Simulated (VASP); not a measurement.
# SiC (Cmc2_1) in VASP: single point with PBEsol

Aim: the single point of SiC with PBEsol.

Program: VASP 6.6.1. These are calculated values, not measurements. Logs are shortened: lines on timing, memory, paths and dates and some standing lists are left out, and cuts for length are marked.

## (1) The cell of the first run

It takes space group Cmc2_1 (No. 36, orthorhombic). Conventional cell: a = 3.232 Å, b = 5.331 Å, c = 9.841 Å, α = 90.00°, β = 90.00°, γ = 90.00°. Within 2.5 Å of Si (site symmetry m) lie 4 C at 1.85 to 1.94 Å. Within 2.4 Å of Si (site symmetry m) lie 4 C at 1.84 to 1.94 Å. Within 2.5 Å of C (site symmetry m) lie 4 Si at 1.85 to 1.94 Å. C (site symmetry m) has 4 Si at 1.84 to 1.94 Å within 2.4 Å.

## (2) Single point, PBEsol (normal strain along x +0.0500, normal strain along z -0.0233)

Contents of INCAR:

```
SYSTEM = SiC
PREC = Accurate ; ENCUT = 520
EDIFF = 1E-6 ; ISMEAR = 0
SIGMA = 0.05 ; LREAL = .False.
LASPH = .True. ; NELM = 60
ALGO = Normal ; ISIF = 2
LWAVE = .False. ; LCHARG = .False.
GGA = PS ; NBANDS = 26
```

Contents of KPOINTS:

```
regular mesh
0
Gamma
  12 12 4
  0 0 0
```

Contents of POSCAR:

```
SiC
1.0
    3.2319704182      0.0000000000      0.0000000000
   -1.6159852091      2.6656842728      0.0000000000
    0.0000000000      0.0000000000      9.8410426652
Si C
4 4
Direct
    0.6666666667      0.3333333333      0.9378278494
    0.3333333333      0.6666666667      0.4378278494
    0.0000000000      0.0000000000      0.6878973398
    0.0000000000      0.0000000000      0.1878973398
    0.6666666667      0.3333333333      0.7498191768
    0.3333333333      0.6666666667      0.2498191768
    0.0000000000      0.0000000000      0.5004546340
    0.0000000000      0.0000000000      0.0004546340
```

Potentials or basis: VASP PAW PBE potentials, release 64 (Si, C).

Launch:

```sh
cat potpaw_PBE.64/Si/POTCAR potpaw_PBE.64/C/POTCAR > POTCAR
mpirun -np 1 vasp_std > vasp.out
```

OUTCAR:

```text
SYSTEM = SiC
   PREC = Accurate
   ENCUT = 520
   EDIFF = 1E-6
   ISMEAR = 0
   LREAL = .False.
   LASPH = .True.
   NELM = 60
   ISIF = 2
   GGA = PS

 ion  position               nearest neighbor table
   1  0.667  0.333  0.938-   5 1.85   8 1.88   8 1.94   8 1.94   3 3.03   4 3.04   3 3.07   3 3.07
                             4 3.08   4 3.08
   2  0.333  0.667  0.438-   6 1.85   7 1.88   7 1.94   7 1.94   4 3.03   3 3.04   4 3.07   4 3.07
                             3 3.08   3 3.08
   3  0.000  0.000  0.688-   7 1.84   5 1.88   5 1.94   5 1.94   1 3.03   2 3.04   1 3.07   1 3.07
                             2 3.08   2 3.08
   4  0.000  0.000  0.188-   8 1.84   6 1.88   6 1.94   6 1.94   2 3.03   1 3.04   2 3.07   2 3.07
                             1 3.08   1 3.08
   5  0.667  0.333  0.750-   1 1.85   3 1.88   3 1.94   3 1.94
   6  0.333  0.667  0.250-   2 1.85   4 1.88   4 1.94   4 1.94
   7  0.000  0.000  0.500-   3 1.84   2 1.88   2 1.94   2 1.94
   8  0.000  0.000  0.000-   4 1.84   1 1.88   1 1.94   1 1.94

  Warning from LATTYP: Monoclinic adjustment (A1->A3, A2->A1, A3->A2)!
  LATTYP: Found a base centered orthorhombic cell.
 ALAT       =     3.2319704182
 B/A-ratio  =     1.6495721977
 C/A-ratio  =     3.0449049316

  Lattice vectors:

 A1 = (   1.6159852091,  -2.6656842728,   0.0000000000)
 A2 = (   1.6159852091,   2.6656842728,   0.0000000000)
 A3 = (   0.0000000000,   0.0000000000,   9.8410426652)

Analysis of symmetry for initial positions (statically):
=====================================================================
 Subroutine PRICEL returns:
 Original cell was already a primitive cell.

 Routine SETGRP: Setting up the symmetry group for a
 base centered orthorhombic supercell.

 Subroutine GETGRP returns: Found  4 space group operations
 (whereof  2 operations were pure point group operations)
 out of a pool of  8 trial point group operations.

The static configuration has the point symmetry C_1h.
 The point group associated with its full space group is C_2v.

Analysis of symmetry for dynamics (positions and initial velocities):
=====================================================================
 Subroutine PRICEL returns:
 Original cell was already a primitive cell.

 Routine SETGRP: Setting up the symmetry group for a
 base centered orthorhombic supercell.

 Subroutine GETGRP returns: Found  4 space group operations
 (whereof  2 operations were pure point group operations)
 out of a pool of  8 trial point group operations.

The dynamic configuration has the point symmetry C_1h.
 The point group associated with its full space group is C_2v.

 Subroutine INISYM returns: Found  4 space group operations
 (whereof  2 operations are pure point group operations),
 and found     1 'primitive' translations

----------------------------------------------------------------------------------------

                                     Primitive cell

  volume of cell :      84.7846

  direct lattice vectors                    reciprocal lattice vectors
     3.231970418  0.000000000  0.000000000     0.309408773  0.187569100  0.000000000
    -1.615985209  2.665684273  0.000000000     0.000000000  0.375138200  0.000000000
     0.000000000  0.000000000  9.841042665     0.000000000  0.000000000  0.101615249

  length of vectors
     3.231970418  3.117255337  9.841042665     0.361823100  0.375138200  0.101615249

  position of ions in fractional coordinates (direct lattice)
     0.666666667  0.333333333  0.937827849
     0.333333333  0.666666667  0.437827849
     0.000000000  0.000000000  0.687897340
     0.000000000  0.000000000  0.187897340
     0.666666667  0.333333333  0.749819177
     0.333333333  0.666666667  0.249819177
     0.000000000  0.000000000  0.500454634
     0.000000000  0.000000000  0.000454634

  ion indices of the primitive-cell ions
   primitive index   ion index
                 1           1
                 2           2
                 3           3
                 4           4
                 5           5
                 6           6
                 7           7
                 8           8

----------------------------------------------------------------------------------------

 KPOINTS: regular mesh

Automatic generation of k-mesh.
 Grid dimensions read from file:
 generate k-points for:   12   12    4

 Generating k-lattice:

  Cartesian coordinates                     Fractional coordinates (reciprocal lattice)
     0.025784064  0.015630758  0.000000000     0.083333333 -0.000000000  0.000000000
     0.000000000  0.031261517  0.000000000     0.000000000  0.083333333  0.000000000
     0.000000000  0.000000000  0.025403812     0.000000000  0.000000000  0.250000000

  Length of vectors
     0.030151925  0.031261517  0.025403812

  Shift w.r.t. Gamma in fractional coordinates (k-lattice)
     0.000000000  0.000000000  0.000000000

 Subroutine IBZKPT returns following result:
 ===========================================

 Found    129 irreducible k-points:

 Following reciprocal coordinates:
            Coordinates               Weight
  0.000000  0.000000  0.000000      1.000000
  0.083333  0.000000  0.000000      4.000000
  0.166667  0.000000  0.000000      4.000000
  0.250000  0.000000  0.000000      4.000000
  0.333333  0.000000  0.000000      4.000000
  0.416667  0.000000  0.000000      4.000000
[... 16 lines left out ...]
  0.333333  0.166667  0.000000      4.000000
  0.416667  0.166667  0.000000      4.000000
 [... further k-points ...]
   k-points           NKPTS =    129   k-points in BZ     NKDIM =    129   number of bands    NBANDS=     26
   number of dos      NEDOS =    301   number of ions     NIONS =      8
   total plane-waves  NPLWV =  46080
   dimension x,y,z NGX =    24 NGY =   24 NGZ =   80
   dimension x,y,z NGXF=    48 NGYF=   48 NGZF=  160
   ions per type =               4   4
   NGX,Y,Z   is equivalent  to a cutoff of  12.35, 12.80, 13.51 a.u.
   NGXF,Y,Z  is equivalent  to a cutoff of  24.69, 25.60, 27.03 a.u.
 SYSTEM =  SiC
   PREC   = accura    normal or accurate (medium, high low for compatibility)
   ISTART =      0    job   : 0-new  1-cont  2-samecut
   ICHARG =      2    charge: 1-file 2-atom 10-const
   ISPIN  =      1    spin polarized calculation?
   LNONCOLLINEAR =      F non collinear calculations
   LSORBIT =      F    spin-orbit coupling
   LASPH  =      T    aspherical Exc in radial PAW
   ENCUT  =  520.0 eV  38.22 Ry    6.18 a.u.   6.01  5.80 18.30*2*pi/ulx,y,z
   NELM   =     60;   NELMIN=  2; NELMDL= -5     # of ELM steps
   EDIFF  = 0.1E-05   stopping-criterion for ELM
   LREAL  =      F    real-space projection
   EDIFFG = 0.1E-04   stopping-criterion for IOM
   NSW    =      0    number of steps for IOM
   IBRION =     -1    ionic relax: 0-MD 1-quasi-New 2-CG
   NFREE  =      0    steps in history (QN), initial steepest desc. (CG)
   ISIF   =      2    stress and relaxation
   ISYM   =      2    0-nonsym 1-usesym 2-fastsym
   POTIM  = 0.5000    time-step for ionic-motion
   TEBEG  =    0.0;   TEEND  =   0.0 temperature during run
   PSTRESS=    0.0 pullay stress
   NELECT =      32.0000    total number of electrons
   NUPDOWN=      -1.0000    fix difference up-down
   EMIN   =  10.00;   EMAX   =-10.00  energy-range for DOS
   EFERMI =   0.00;   METHOD = LEGACY
   ISMEAR =     0;   SIGMA  =   0.05  broadening in eV -4-tet -1-fermi 0-gaus
   EFERMI_NEDOS =   21; number of points for ismear=-14 and -15
   IALGO  =     38    algorithm
   IMIX   =      4    mixing-type and parameters
     AMIX     =   0.40;   BMIX     =  1.00
     AMIX_MAG =   1.60;   BMIX_MAG =  1.00
  volume/ion in A,a.u.               =      10.60        71.52
  Fermi-wavevector in a.u.,A,eV,Ry     =   1.183094  2.235723 19.044216  1.399710
  Thomas-Fermi vector in A             =   2.319335
   LORBIT       =      0    0 simple, 1 ext, 2 COOP (PROOUT), +10 PAW based schemes
   GGA     = PS    functional components
   LHFCALC =     F    Hartree Fock is set to
   AEXX    =    0.0000 exact exchange contribution
   IVDW    =     0    specifies the selected vdW correction
   LEPSILON=     F    determine dielectric tensor
   LRPA    =     F    only Hartree local field effects (RPA)
 non-spin polarized calculation
 Gauss-broadening in eV      SIGMA  =   0.05
  energy-cutoff  :      520.00
  volume of cell :       84.78
 maximum number of plane-waves:      2304
   NGX = 13   NGY = 11   NGZ = 37

 number of electron      32.0000001 magnetization

 Free energy of the ion-electron system (eV)
  ---------------------------------------------------
  ext. energy  EPLUGINS =         0.00000000
  ---------------------------------------------------
  free energy    TOTEN  =       -63.29470232 eV

  energy without entropy =      -63.29470232  energy(sigma->0) =      -63.29470232

 E-fermi :   8.1796     XC(G=0): -11.3959

 val. band max:        7.9480146305   @ k =   0.0000   0.0000   0.0000
 cond. band min:       9.3629570148   @ k =   0.0000   0.5000   0.0000
 fundamental gap:      1.4149423843
 Fermi energy:         8.1795842972

 k-point     1 :       0.0000    0.0000    0.0000
  band No.  band energies     occupation
      1      -7.4672      2.00000
      2      -6.2238      2.00000
      3      -6.1675      2.00000
      4      -3.5699      2.00000
      5      -0.6061      2.00000
      6       3.8294      2.00000
[... 18 lines left out ...]
     25      15.0806      0.00000
     26      15.4387      0.00000

 k-point     2 :       0.0833    0.0000    0.0000
  band No.  band energies     occupation
      1      -7.3559      2.00000
      2      -6.1169      2.00000
      3      -6.0598      2.00000
      4      -3.4808      2.00000
      5      -0.5064      2.00000
      6       3.8237      2.00000
[... 18 lines left out ...]
     25      15.0408      0.00000
[... 608 lines left out ...]
     25      16.0758      0.00000
     26      16.7064      0.00000

 k-point    24 :       0.4167    0.1667    0.0000
  band No.  band energies     occupation
      1      -4.0642      2.00000
      2      -3.5146      2.00000
      3      -3.2618      2.00000
      4      -2.5835      2.00000
      5      -0.3849      2.00000
      6      -0.0896      2.00000
[... 18 lines left out ...]
     25      16.2433      0.00000
     26      16.7591      0.00000

 [... further k-points ...]

------------------------ aborting loop because EDIFF is reached ----------------------------------------

  FORCE on cell =-STRESS in cart. coord.  units (eV):
  Direction    XX          YY          ZZ          XY          YZ          ZX
  --------------------------------------------------------------------------------------
  -------------------------------------------------------------------------------------
  Total      -11.8838075     -1.4360186      6.8218322      0.0000000      0.0000000      0.0000000
  in kB     -224.5685773    -27.1364750    128.9123173      0.0000000      0.0000000      0.0000000
  external PRESSURE =     -40.9309117 kB  Pullay stress =       0.0000000 kB

 VOLUME and BASIS-vectors are now :
 -----------------------------------------------------------------------------
  energy-cutoff  :      520.00
  volume of cell :       84.78
      direct lattice vectors                 reciprocal lattice vectors
     3.231970418  0.000000000  0.000000000     0.309408773  0.187569100  0.000000000
    -1.615985209  2.665684273  0.000000000     0.000000000  0.375138200  0.000000000
     0.000000000  0.000000000  9.841042665     0.000000000  0.000000000  0.101615249

 POSITION                                       TOTAL-FORCE (eV/Angst)
 -----------------------------------------------------------------------------------
      1.61599      0.88856      9.22920         0.000000     -0.302775      0.480906
     -0.00000      1.77712      4.30868        -0.000000      0.302775      0.480906
      0.00000      0.00000      6.76963        -0.000000      0.271791      0.536709
      0.00000      0.00000      1.84911         0.000000     -0.271791      0.536709
      1.61599      0.88856      7.37900         0.000000     -0.423705     -0.537899
     -0.00000      1.77712      2.45848         0.000000      0.423705     -0.537899
      0.00000      0.00000      4.92500         0.000000     -0.266462     -0.479717
      0.00000      0.00000      0.00447         0.000000      0.266462     -0.479717
 -----------------------------------------------------------------------------------
    total drift:                               -0.000000     -0.000000     -0.000245

  FREE ENERGIE OF THE ION-ELECTRON SYSTEM (eV)
  ---------------------------------------------------
  free  energy   TOTEN  =       -63.2947023231 eV

  energy  without entropy=      -63.2947023231  energy(sigma->0) =      -63.29470232
```

Wall time 3.5 min (1 thread of Intel Xeon 8259CL, shared host); peak memory 0.34 GiB.

What came out:

- Free energy: -63.2947 eV
- Pressure: -4.1 GPa
- Largest force: 0.685 eV/Å
- Band gap on the k mesh: 1.42 eV (least direct gap 2.84 eV)

Forces on the atoms (eV/Å):
```
Si   0.000 -0.303  0.481
Si   0.000  0.303  0.481
Si   0.000  0.272  0.537
Si   0.000 -0.272  0.537
C    0.000 -0.424 -0.538
C    0.000  0.424 -0.538
C    0.000 -0.266 -0.480
C    0.000  0.266 -0.480
```

Stress tensor (GPa, compression positive):
```
-22.46   0.00   0.00
  0.00  -2.71   0.00
  0.00   0.00  12.89
```

Caveat: the cell differs from its parent crystal (normal strain along x +0.0500, normal strain along z -0.0233); the cell stands under tension; the PAW data sets were made with another functional, which shifts forces and pressure a little. A k mesh can miss the band edges.
